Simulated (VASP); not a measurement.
# AgCl (P2_1/m) in VASP: single point with PBE

Aim: the single point of AgCl with PBE.

All numbers are computed with VASP 6.6.1; they aren't measurements. Logs are shortened: lines on timing, memory, paths and dates and some standing lists are left out, and cuts for length are marked.

## (1) The cell of the first run

It takes space group P2_1/m (No. 11, monoclinic). Conventional cell: a = 3.813 Å, b = 3.948 Å, c = 5.681 Å, α = 90.00°, β = 90.77°, γ = 90.00°. Ag (site symmetry m) has 6 Cl at 2.48 to 3.04 Å within 3.3 Å. Cl (site symmetry m) has 6 Ag at 2.48 to 3.04 Å within 3.3 Å.

## (2) Single point, PBE (strained)

Input file INCAR:

```
SYSTEM = AgCl
ALGO = Normal
EDIFF = 1E-7
ENCUT = 520
GGA = PE
ISIF = 2
ISMEAR = 0
LASPH = .True.
LCHARG = .False.
LREAL = .False.
LWAVE = .False.
NBANDS = 26
NELM = 80
PREC = Accurate
SIGMA = 0.02
```

Input file KPOINTS:

```
k-points
0
Gamma
  8 8 6
  0 0 0
```

Input file POSCAR:

```
AgCl
1.0
    3.8096223931      0.0000000000      0.1570751600
    0.0000000000      3.9484454389      0.0000000000
   -0.3098602317      0.0000000000      5.6728849772
Ag Cl
2 2
Direct
    0.1804811674      0.2500000000      0.2467656621
    0.8195188326      0.7500000000      0.7532343379
    0.7854717237      0.7500000000      0.2539683156
    0.2145282763      0.2500000000      0.7460316844
```

Potentials or basis: VASP PAW PBE potentials, release 64 (Ag, Cl).

Command:

```bash
$ cat potpaw_PBE.64/Ag/POTCAR potpaw_PBE.64/Cl/POTCAR > POTCAR
$ mpirun -np 1 vasp_std > vasp.out
```

OUTCAR:

```text
SYSTEM = AgCl
   EDIFF = 1E-7
   ENCUT = 520
   GGA = PE
   ISIF = 2
   ISMEAR = 0
   LASPH = .True.
   LREAL = .False.
   NELM = 80
   PREC = Accurate

 ion  position               nearest neighbor table
   1  0.180  0.250  0.247-   3 2.48   3 2.48   4 2.84   4 2.85   3 3.04   3 3.04
   2  0.820  0.750  0.753-   4 2.48   4 2.48   3 2.84   3 2.85   4 3.04   4 3.04
   3  0.785  0.750  0.254-   1 2.48   1 2.48   2 2.84   2 2.85   1 3.04   1 3.04
   4  0.215  0.250  0.746-   2 2.48   2 2.48   1 2.84   1 2.85   2 3.04   2 3.04

  LATTYP: Found a simple monoclinic cell.
 ALAT       =     3.8128592138
 B/A-ratio  =     1.0355602496
 C/A-ratio  =     1.4900474519
 COS(beta)  =    -0.0133588360

  Lattice vectors:

 A1 = (   3.8096223931,   0.0000000000,   0.1570751600)
 A2 = (   0.0000000000,   3.9484454389,   0.0000000000)
 A3 = (  -0.3098602317,   0.0000000000,   5.6728849772)

Analysis of symmetry for initial positions (statically):
=====================================================================
 Subroutine PRICEL returns:
 Original cell was already a primitive cell.

 Routine SETGRP: Setting up the symmetry group for a
 simple monoclinic supercell.

 Subroutine GETGRP returns: Found  4 space group operations
 (whereof  2 operations were pure point group operations)
 out of a pool of  4 trial point group operations.

The static configuration has the point symmetry S_2 .
 The point group associated with its full space group is C_2h.

Analysis of symmetry for dynamics (positions and initial velocities):
=====================================================================
 Subroutine PRICEL returns:
 Original cell was already a primitive cell.

 Routine SETGRP: Setting up the symmetry group for a
 simple monoclinic supercell.

 Subroutine GETGRP returns: Found  4 space group operations
 (whereof  2 operations were pure point group operations)
 out of a pool of  4 trial point group operations.

The dynamic configuration has the point symmetry S_2 .
 The point group associated with its full space group is C_2h.

 Subroutine INISYM returns: Found  4 space group operations
 (whereof  2 operations are pure point group operations),
 and found     1 'primitive' translations

----------------------------------------------------------------------------------------

                                     Primitive cell

  volume of cell :      85.5242

  direct lattice vectors                    reciprocal lattice vectors
     3.809622393  0.000000000  0.157075160     0.261903375  0.000000000  0.014305497
     0.000000000  3.948445439  0.000000000     0.000000000  0.253264232  0.000000000
    -0.309860232  0.000000000  5.672884977    -0.007251780  0.000000000  0.175881049

  length of vectors
     3.812859214  3.948445439  5.681341156     0.262293776  0.253264232  0.176030485

  position of ions in fractional coordinates (direct lattice)
     0.180481167  0.250000000  0.246765662
     0.819518833  0.750000000  0.753234338
     0.785471724  0.750000000  0.253968316
     0.214528276  0.250000000  0.746031684

  ion indices of the primitive-cell ions
   primitive index   ion index
                 1           1
                 2           2
                 3           3
                 4           4

----------------------------------------------------------------------------------------

 KPOINTS: k-points

Automatic generation of k-mesh.
 Grid dimensions read from file:
 generate k-points for:    8    8    6

 Generating k-lattice:

  Cartesian coordinates                     Fractional coordinates (reciprocal lattice)
     0.032737922  0.000000000  0.001788187     0.125000000  0.000000000  0.000000000
     0.000000000  0.031658029  0.000000000     0.000000000  0.125000000  0.000000000
    -0.001208630  0.000000000  0.029313508     0.000000000  0.000000000  0.166666667

  Length of vectors
     0.032786722  0.031658029  0.029338414

  Shift w.r.t. Gamma in fractional coordinates (k-lattice)
     0.000000000  0.000000000  0.000000000

 Subroutine IBZKPT returns following result:
 ===========================================

 Found    130 irreducible k-points:

 Following reciprocal coordinates:
            Coordinates               Weight
  0.000000  0.000000  0.000000      1.000000
  0.125000  0.000000 -0.000000      2.000000
  0.250000  0.000000 -0.000000      2.000000
  0.375000  0.000000 -0.000000      2.000000
  0.500000  0.000000 -0.000000      1.000000
  0.000000  0.125000  0.000000      2.000000
[... 16 lines left out ...]
  0.250000  0.500000 -0.000000      2.000000
  0.375000  0.500000 -0.000000      2.000000
 [... further k-points ...]
   k-points           NKPTS =    130   k-points in BZ     NKDIM =    130   number of bands    NBANDS=     26
   number of dos      NEDOS =    301   number of ions     NIONS =      4
   total plane-waves  NPLWV =  35280
   dimension x,y,z NGX =    28 NGY =   30 NGZ =   42
   dimension x,y,z NGXF=    56 NGYF=   60 NGZF=   84
   ions per type =               2   2
   NGX,Y,Z   is equivalent  to a cutoff of  12.21, 12.63, 12.29 a.u.
   NGXF,Y,Z  is equivalent  to a cutoff of  24.42, 25.26, 24.58 a.u.
 SYSTEM =  AgCl
   PREC   = accura    normal or accurate (medium, high low for compatibility)
   ISTART =      0    job   : 0-new  1-cont  2-samecut
   ICHARG =      2    charge: 1-file 2-atom 10-const
   ISPIN  =      1    spin polarized calculation?
   LNONCOLLINEAR =      F non collinear calculations
   LSORBIT =      F    spin-orbit coupling
   LASPH  =      T    aspherical Exc in radial PAW
   ENCUT  =  520.0 eV  38.22 Ry    6.18 a.u.   7.09  7.34 10.56*2*pi/ulx,y,z
   NELM   =     80;   NELMIN=  2; NELMDL= -5     # of ELM steps
   EDIFF  = 0.1E-06   stopping-criterion for ELM
   LREAL  =      F    real-space projection
   EDIFFG = 0.1E-05   stopping-criterion for IOM
   NSW    =      0    number of steps for IOM
   IBRION =     -1    ionic relax: 0-MD 1-quasi-New 2-CG
   NFREE  =      0    steps in history (QN), initial steepest desc. (CG)
   ISIF   =      2    stress and relaxation
   ISYM   =      2    0-nonsym 1-usesym 2-fastsym
   POTIM  = 0.5000    time-step for ionic-motion
   TEBEG  =    0.0;   TEEND  =   0.0 temperature during run
   PSTRESS=    0.0 pullay stress
   NELECT =      36.0000    total number of electrons
   NUPDOWN=      -1.0000    fix difference up-down
   EMIN   =  10.00;   EMAX   =-10.00  energy-range for DOS
   EFERMI =   0.00;   METHOD = LEGACY
   ISMEAR =     0;   SIGMA  =   0.02  broadening in eV -4-tet -1-fermi 0-gaus
   EFERMI_NEDOS =   21; number of points for ismear=-14 and -15
   IALGO  =     38    algorithm
   IMIX   =      4    mixing-type and parameters
     AMIX     =   0.40;   BMIX     =  1.00
     AMIX_MAG =   1.60;   BMIX_MAG =  1.00
  volume/ion in A,a.u.               =      21.38       144.29
  Fermi-wavevector in a.u.,A,eV,Ry     =   1.226910  2.318523 20.480956  1.505308
  Thomas-Fermi vector in A             =   2.361893
   LORBIT       =      0    0 simple, 1 ext, 2 COOP (PROOUT), +10 PAW based schemes
   GGA     = PE    functional components
   LHFCALC =     F    Hartree Fock is set to
   AEXX    =    0.0000 exact exchange contribution
   IVDW    =     0    specifies the selected vdW correction
   LEPSILON=     F    determine dielectric tensor
   LRPA    =     F    only Hartree local field effects (RPA)
 non-spin polarized calculation
 Gauss-broadening in eV      SIGMA  =   0.02
  energy-cutoff  :      520.00
  volume of cell :       85.52
 maximum number of plane-waves:      2328
   NGX = 15   NGY = 15   NGZ = 21

 number of electron      36.0000002 magnetization

 Free energy of the ion-electron system (eV)
  ---------------------------------------------------
  ext. energy  EPLUGINS =         0.00000000
  ---------------------------------------------------
  free energy    TOTEN  =       -10.49232740 eV

  energy without entropy =      -10.49232740  energy(sigma->0) =      -10.49232740

 E-fermi :   4.2453     XC(G=0):  -9.9077

 val. band max:        4.1398983059   @ k =   0.5000   0.0000  -0.0000
 cond. band min:       4.8158591064   @ k =   0.0000   0.0000   0.0000
 fundamental gap:      0.6759608005
 Fermi energy:         4.2452713516

 k-point     1 :       0.0000    0.0000    0.0000
  band No.  band energies     occupation
      1     -11.4645      2.00000
      2     -11.0339      2.00000
      3      -0.5966      2.00000
      4      -0.2989      2.00000
      5       0.0779      2.00000
      6       0.1014      2.00000
[... 18 lines left out ...]
     25      14.7435      0.00000
     26      15.3783      0.00000

 k-point     2 :       0.1250    0.0000   -0.0000
  band No.  band energies     occupation
      1     -11.4233      2.00000
      2     -11.0183      2.00000
      3      -0.5585      2.00000
      4      -0.4110      2.00000
      5      -0.1742      2.00000
      6      -0.0918      2.00000
[... 18 lines left out ...]
     25      14.5709      0.00000
     26      14.8281      0.00000

 k-point     3 :       0.2500    0.0000   -0.0000
  band No.  band energies     occupation
      1     -11.3158      2.00000
      2     -10.9857      2.00000
      3      -0.6993      2.00000
      4      -0.6328      2.00000
      5      -0.4509      2.00000
      6      -0.4141      2.00000
[... 18 lines left out ...]
     25      13.5870      0.00000
     26      13.8268      0.00000

 k-point     4 :       0.3750    0.0000   -0.0000
  band No.  band energies     occupation
      1     -11.1885      2.00000
      2     -10.9683      2.00000
      3      -1.1472      2.00000
      4      -0.8422      2.00000
      5      -0.8052      2.00000
      6      -0.6753      2.00000
[... 18 lines left out ...]
     25      12.4804      0.00000
     26      12.8789      0.00000
[... 496 lines left out ...]
      1     -11.0657      2.00000
      2     -11.0657      2.00000
      3      -1.1479      2.00000
      4      -1.1479      2.00000
      5      -0.1073      2.00000
      6      -0.1073      2.00000
[... 18 lines left out ...]
     25      13.5058      0.00000
     26      13.5058      0.00000

 k-point    23 :       0.2500    0.5000   -0.0000
  band No.  band energies     occupation
      1     -11.0385      2.00000
      2     -11.0385      2.00000
      3      -0.9425      2.00000
      4      -0.9425      2.00000
      5      -0.0050      2.00000
      6      -0.0050      2.00000
[... 18 lines left out ...]
     25      14.0806      0.00000
     26      14.0806      0.00000

 k-point    24 :       0.3750    0.5000   -0.0000
  band No.  band energies     occupation
      1     -11.0110      2.00000
      2     -11.0110      2.00000
      3      -0.7547      2.00000
      4      -0.7547      2.00000
      5       0.1839      2.00000
      6       0.1839      2.00000
[... 18 lines left out ...]
     25      14.9056      0.00000
     26      14.9095      0.00000

 [... further k-points ...]
[... 5 lines left out ...]
  --------------------------------------------------------------------------------------
  -------------------------------------------------------------------------------------
  Total        2.2038960      4.3334167      1.2018671      0.0000000      0.0000000      0.0206937
  in kB       41.2869366     81.1805547     22.5153140      0.0000000      0.0000000      0.3876685
  external PRESSURE =      48.3276018 kB  Pullay stress =       0.0000000 kB

 VOLUME and BASIS-vectors are now :
 -----------------------------------------------------------------------------
  energy-cutoff  :      520.00
  volume of cell :       85.52
      direct lattice vectors                 reciprocal lattice vectors
     3.809622393  0.000000000  0.157075160     0.261903375  0.000000000  0.014305497
     0.000000000  3.948445439  0.000000000     0.000000000  0.253264232  0.000000000
    -0.309860232  0.000000000  5.672884977    -0.007251780  0.000000000  0.175881049

 POSITION                                       TOTAL-FORCE (eV/Angst)
 -----------------------------------------------------------------------------------
      0.61110      0.98711      1.42822         0.730773      0.000000      0.004611
      2.88866      2.96133      4.40174        -0.730773     -0.000000     -0.004611
      2.91366      2.96133      1.56411        -0.843399      0.000000     -0.080407
      0.58611      0.98711      4.26585         0.843399      0.000000      0.080407
 -----------------------------------------------------------------------------------
    total drift:                                0.000000      0.000000      0.000000

  FREE ENERGIE OF THE ION-ELECTRON SYSTEM (eV)
  ---------------------------------------------------
  free  energy   TOTEN  =       -10.4923273976 eV

  energy  without entropy=      -10.4923273976  energy(sigma->0) =      -10.49232740
```

Run time: 2.9 min. Hardware: 1 thread of Intel Xeon 6975P-C, shared host; peak memory 0.35 GiB.

What came out:

```yaml
Free_energy: -10.4923 eV
Pressure: 4.8 GPa
Largest_force: 0.847 eV/Å
Band_gap_on_the_k_mesh: 0.68 eV, indirect (least direct gap 2.10 eV)
```

Forces on the atoms (eV/Å):
```
Ag   0.731  0.000  0.005
Ag  -0.731  0.000 -0.005
Cl  -0.843  0.000 -0.080
Cl   0.843  0.000  0.080
```

Caveat: the cell differs from its parent crystal (strained). A k mesh can miss the band edges.
